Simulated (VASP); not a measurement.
# Rh (Fm-3m) in VASP: further runs, part 2 of 2

VASP 6.6.1.

## 3. Single point, PBE

This run uses another cell than the first one, of 14.04 Å³/atom.

The input, INCAR:

```
SYSTEM = Rh
PREC     = Accurate       ! precision mode
ENCUT    = 520            ! plane-wave cutoff, eV
EDIFF    = 1E-6           ! SCF threshold, eV
ISMEAR   = 1              ! smearing method
SIGMA    = 0.1            ! smearing width, eV
LREAL    = .False.        ! projectors in reciprocal space
LASPH    = .True.         ! aspherical terms in the spheres
NELM     = 100            ! most SCF steps
ALGO     = Normal         ! electronic algorithm
ISIF     = 2              ! what is computed and relaxed
LWAVE    = .False.        ! write WAVECAR
LCHARG   = .False.        ! write CHGCAR
GGA      = PE             ! functional
NBANDS   = 14             ! bands
```

The input, KPOINTS:

```
regular mesh
0
Gamma
  15 15 15
  0 0 0
```

The input, POSCAR:

```
Rh
1.0
    0.0000000000      1.9147365675      1.9147365675
    1.9147365675      0.0000000000      1.9147365675
    1.9147365675      1.9147365675      0.0000000000
Rh
1
Direct
    0.0000000000      0.0000000000      0.0000000000
```

Potentials or basis: VASP PAW PBE potentials, release 64 (Rh_pv).

The run is started by

```bash
$ cat potpaw_PBE.64/Rh_pv/POTCAR > POTCAR
$ mpirun -np 1 vasp_std > vasp.out
```

OUTCAR:

```text
SYSTEM = Rh
   PREC = Accurate
   ENCUT = 520
   EDIFF = 1E-6
   ISMEAR = 1
   LREAL = .False.
   LASPH = .True.
   NELM = 100
   ISIF = 2
   GGA = PE

 ion  position               nearest neighbor table
   1  0.000  0.000  0.000-

  LATTYP: Found a face centered cubic cell.
 ALAT       =     3.8294731350

  Lattice vectors:

 A1 = (   0.0000000000,   1.9147365675,   1.9147365675)
 A2 = (   1.9147365675,   0.0000000000,   1.9147365675)
 A3 = (   1.9147365675,   1.9147365675,   0.0000000000)

Analysis of symmetry for initial positions (statically):
=====================================================================
 Subroutine PRICEL returns:
 Original cell was already a primitive cell.

 Routine SETGRP: Setting up the symmetry group for a
 face centered cubic supercell.

 Subroutine GETGRP returns: Found 48 space group operations
 (whereof 48 operations were pure point group operations)
 out of a pool of 48 trial point group operations.

The static configuration has the point symmetry O_h .

Analysis of symmetry for dynamics (positions and initial velocities):
=====================================================================
 Subroutine PRICEL returns:
 Original cell was already a primitive cell.

 Routine SETGRP: Setting up the symmetry group for a
 face centered cubic supercell.

 Subroutine GETGRP returns: Found 48 space group operations
 (whereof 48 operations were pure point group operations)
 out of a pool of 48 trial point group operations.

The dynamic configuration has the point symmetry O_h .

 Subroutine INISYM returns: Found 48 space group operations
 (whereof 48 operations are pure point group operations),
 and found     1 'primitive' translations

----------------------------------------------------------------------------------------

                                     Primitive cell

  volume of cell :      14.0397

  direct lattice vectors                    reciprocal lattice vectors
     0.000000000  1.914736568  1.914736568    -0.261132528  0.261132528  0.261132528
     1.914736568  0.000000000  1.914736568     0.261132528 -0.261132528  0.261132528
     1.914736568  1.914736568  0.000000000     0.261132528  0.261132528 -0.261132528

  length of vectors
     2.707846422  2.707846422  2.707846422     0.452294806  0.452294806  0.452294806

  position of ions in fractional coordinates (direct lattice)
     0.000000000  0.000000000  0.000000000

  ion indices of the primitive-cell ions
   primitive index   ion index
                 1           1

----------------------------------------------------------------------------------------

 KPOINTS: regular mesh

Automatic generation of k-mesh.
 Grid dimensions read from file:
 generate k-points for:   15   15   15

 Generating k-lattice:

  Cartesian coordinates                     Fractional coordinates (reciprocal lattice)
    -0.017408835  0.017408835  0.017408835     0.066666667  0.000000000  0.000000000
     0.017408835 -0.017408835  0.017408835     0.000000000  0.066666667  0.000000000
     0.017408835  0.017408835 -0.017408835     0.000000000  0.000000000  0.066666667

  Length of vectors
     0.030152987  0.030152987  0.030152987

  Shift w.r.t. Gamma in fractional coordinates (k-lattice)
     0.000000000  0.000000000  0.000000000

 Subroutine IBZKPT returns following result:
 ===========================================

 Found    120 irreducible k-points:

 Following reciprocal coordinates:
            Coordinates               Weight
  0.000000  0.000000  0.000000      1.000000
  0.066667  0.000000  0.000000      8.000000
  0.133333  0.000000  0.000000      8.000000
  0.200000  0.000000  0.000000      8.000000
  0.266667  0.000000  0.000000      8.000000
  0.333333  0.000000  0.000000      8.000000
[... 16 lines left out ...]
  0.133333  0.133333  0.000000      6.000000
  0.200000  0.133333  0.000000     24.000000
 [... further k-points ...]
   k-points           NKPTS =    120   k-points in BZ     NKDIM =    120   number of bands    NBANDS=     14
   number of dos      NEDOS =    301   number of ions     NIONS =      1
   total plane-waves  NPLWV =   8000
   dimension x,y,z NGX =    20 NGY =   20 NGZ =   20
   dimension x,y,z NGXF=    40 NGYF=   40 NGZF=   40
   ions per type =               1
   NGX,Y,Z   is equivalent  to a cutoff of  12.28, 12.28, 12.28 a.u.
   NGXF,Y,Z  is equivalent  to a cutoff of  24.56, 24.56, 24.56 a.u.
 SYSTEM =  Rh
   PREC   = accura    normal or accurate (medium, high low for compatibility)
   ISTART =      0    job   : 0-new  1-cont  2-samecut
   ICHARG =      2    charge: 1-file 2-atom 10-const
   ISPIN  =      1    spin polarized calculation?
   LNONCOLLINEAR =      F non collinear calculations
   LSORBIT =      F    spin-orbit coupling
   LASPH  =      T    aspherical Exc in radial PAW
   ENCUT  =  520.0 eV  38.22 Ry    6.18 a.u.   5.03  5.03  5.03*2*pi/ulx,y,z
   NELM   =    100;   NELMIN=  2; NELMDL= -5     # of ELM steps
   EDIFF  = 0.1E-05   stopping-criterion for ELM
   LREAL  =      F    real-space projection
   EDIFFG = 0.1E-04   stopping-criterion for IOM
   NSW    =      0    number of steps for IOM
   IBRION =     -1    ionic relax: 0-MD 1-quasi-New 2-CG
   NFREE  =      0    steps in history (QN), initial steepest desc. (CG)
   ISIF   =      2    stress and relaxation
   ISYM   =      2    0-nonsym 1-usesym 2-fastsym
   POTIM  = 0.5000    time-step for ionic-motion
   TEBEG  =    0.0;   TEEND  =   0.0 temperature during run
   PSTRESS=    0.0 pullay stress
   NELECT =      15.0000    total number of electrons
   NUPDOWN=      -1.0000    fix difference up-down
   EMIN   =  10.00;   EMAX   =-10.00  energy-range for DOS
   EFERMI =   0.00;   METHOD = LEGACY
   ISMEAR =     1;   SIGMA  =   0.10  broadening in eV -4-tet -1-fermi 0-gaus
   EFERMI_NEDOS =   21; number of points for ismear=-14 and -15
   IALGO  =     38    algorithm
   IMIX   =      4    mixing-type and parameters
     AMIX     =   0.40;   BMIX     =  1.00
     AMIX_MAG =   1.60;   BMIX_MAG =  1.00
  volume/ion in A,a.u.               =      14.04        94.74
  Fermi-wavevector in a.u.,A,eV,Ry     =   1.673605  3.162654 38.109275  2.800953
  Thomas-Fermi vector in A             =   2.758547
   LORBIT       =      0    0 simple, 1 ext, 2 COOP (PROOUT), +10 PAW based schemes
   GGA     = PE    functional components
   LHFCALC =     F    Hartree Fock is set to
   AEXX    =    0.0000 exact exchange contribution
   IVDW    =     0    specifies the selected vdW correction
   LEPSILON=     F    determine dielectric tensor
   LRPA    =     F    only Hartree local field effects (RPA)
 non-spin polarized calculation
 Methfessel and Paxton  Order N= 1 SIGMA  =   0.10
  energy-cutoff  :      520.00
  volume of cell :       14.04
 maximum number of plane-waves:       388
   NGX =  9   NGY =  9   NGZ =  9

 number of electron      15.0000003 magnetization

 Free energy of the ion-electron system (eV)
  ---------------------------------------------------
  ext. energy  EPLUGINS =         0.00000000
  ---------------------------------------------------
  free energy    TOTEN  =        -7.25825846 eV

  energy without entropy =       -7.25819456  energy(sigma->0) =       -7.25823716

 E-fermi :  11.5403     XC(G=0): -13.8985

 val. band max:       11.5400370651   @ k =  -0.4667   0.4000   0.0000
 cond. band min:      11.5576605456   @ k =  -0.4667   0.2667   0.1333
 fundamental gap:      0.0176234805
 Fermi energy:        11.5402918446

 k-point     1 :       0.0000    0.0000    0.0000
  band No.  band energies     occupation
      1     -34.8318      2.00000
      2     -34.8318      2.00000
      3     -34.8318      2.00000
      4       3.7183      2.00000
      5       8.5369      2.00000
      6       8.5369      2.00000
      7       8.5369      2.00000
      8      10.5542      2.00000
      9      10.5542      2.00000
     10      27.5315      0.00000
     11      32.0940      0.00000
     12      32.8753      0.00000
     13      32.8753      0.00000
     14      32.8753      0.00000
[... 375 lines left out ...]
 k-point    24 :       0.2000    0.1333    0.0000
  band No.  band energies     occupation
      1     -35.0251      2.00000
      2     -34.8950      2.00000
      3     -34.8892      2.00000
      4       5.1382      2.00000
      5       7.7311      2.00000
      6       9.1595      2.00000
      7       9.2323      2.00000
      8       9.9010      2.00000
      9      10.9007      2.00000
     10      29.3594      0.00000
     11      29.8409      0.00000
     12      32.0935      0.00000
     13      32.4663      0.00000
     14      32.9946      0.00000

 [... further k-points ...]

------------------------ aborting loop because EDIFF is reached ----------------------------------------

  FORCE on cell =-STRESS in cart. coord.  units (eV):
  Direction    XX          YY          ZZ          XY          YZ          ZX
  --------------------------------------------------------------------------------------
  -------------------------------------------------------------------------------------
  Total        0.0018377      0.0018377      0.0018377      0.0000000     -0.0000000      0.0000000
  in kB        0.2097140      0.2097140      0.2097140      0.0000000     -0.0000000      0.0000000
  external PRESSURE =       0.2097140 kB  Pullay stress =       0.0000000 kB

 VOLUME and BASIS-vectors are now :
 -----------------------------------------------------------------------------
  energy-cutoff  :      520.00
  volume of cell :       14.04
      direct lattice vectors                 reciprocal lattice vectors
     0.000000000  1.914736568  1.914736568    -0.261132528  0.261132528  0.261132528
     1.914736568  0.000000000  1.914736568     0.261132528 -0.261132528  0.261132528
     1.914736568  1.914736568  0.000000000     0.261132528  0.261132528 -0.261132528

 POSITION                                       TOTAL-FORCE (eV/Angst)
 -----------------------------------------------------------------------------------
      0.00000      0.00000      0.00000        -0.000000     -0.000000     -0.000000
 -----------------------------------------------------------------------------------
    total drift:                               -0.000000     -0.000000     -0.000000

  FREE ENERGIE OF THE ION-ELECTRON SYSTEM (eV)
  ---------------------------------------------------
  free  energy   TOTEN  =        -7.2582584608 eV

  energy  without entropy=       -7.2581945556  energy(sigma->0) =       -7.25823716
```

Wall time 21 s (1 thread of AMD EPYC 7R13, shared host); peak memory 0.11 GiB.

Results:

| Property | Result |
| --- | --- |
| Free energy | -7.2583 eV |
| Pressure | 0.0 GPa |
| Band gap on the k mesh | zero (an odd number of electrons rules out a gap without spin polarisation) |

## 4. Single point, PBE

This run uses another cell than the first one, of 13.93 Å³/atom.

The input, INCAR:

```
SYSTEM = Rh
ALGO     = Normal         ! electronic algorithm
EDIFF    = 1E-7           ! SCF threshold, eV
ENCUT    = 520            ! plane-wave cutoff, eV
GGA      = PE             ! functional
ISIF     = 2              ! what is computed and relaxed
ISMEAR   = 1              ! smearing method
LASPH    = .TRUE.         ! aspherical terms in the spheres
LCHARG   = .FALSE.        ! write CHGCAR
LREAL    = .FALSE.        ! projectors in reciprocal space
LWAVE    = .FALSE.        ! write WAVECAR
NBANDS   = 14             ! bands
NELM     = 60             ! most SCF steps
PREC     = Accurate       ! precision mode
SIGMA    = 0.1            ! smearing width, eV
```

The input, KPOINTS:

```
k-points
0
G
  15 15 15
  0 0 0
```

The input, POSCAR:

```
Rh
1.0
    0.0000000000      1.9099078900      1.9099078900
    1.9099078900      0.0000000000      1.9099078900
    1.9099078900      1.9099078900      0.0000000000
Rh
1
Direct
    0.0000000000      0.0000000000      0.0000000000
```

The run is started by

```bash
$ cat potpaw_PBE.64/Rh_pv/POTCAR > POTCAR
$ mpirun -np 1 vasp_std > vasp.out
```

Wall time 24 s (1 thread of AMD EPYC 7R13, shared host); peak memory 0.11 GiB.

The run converged. Its results:

```
Free energy            : -7.2575 eV
Pressure               : 2.0 GPa
Band gap on the k mesh : zero (an odd number of electrons rules out a gap without spin polarisation)
```

Levels at points of the mesh, in eV from the Fermi level:
```
           k point  band 4  band 5  band 6  band 7  band 8  band 9  band 10  band 11
(0.00, 0.00, 0.00)   -7.88   -3.04   -3.04   -3.04   -1.00   -1.00    15.99    20.53
```

## 5. The runs side by side

```csv
cell,gap on the mesh (eV),pressure (GPa)
"a = 2.682 Å, angles 60.0°, 1 atom",none,8.1
"a = 2.708 Å, angles 60.0°, 1 atom",none,0.0
"a = 2.701 Å, angles 60.0°, 1 atom",none,2.0
```

Alike in all rows: task single point; level PBE; potentials or basis VASP PAW PBE potentials, release 64 (Rh_pv); no spin polarisation; k mesh 15 × 15 × 15; cutoff (eV) 520; smearing methfessel-paxton 0.1 eV.

Caveats: the cell stands under pressure (at least some runs).

Absolute energies hang on the potentials; compare differences alone.
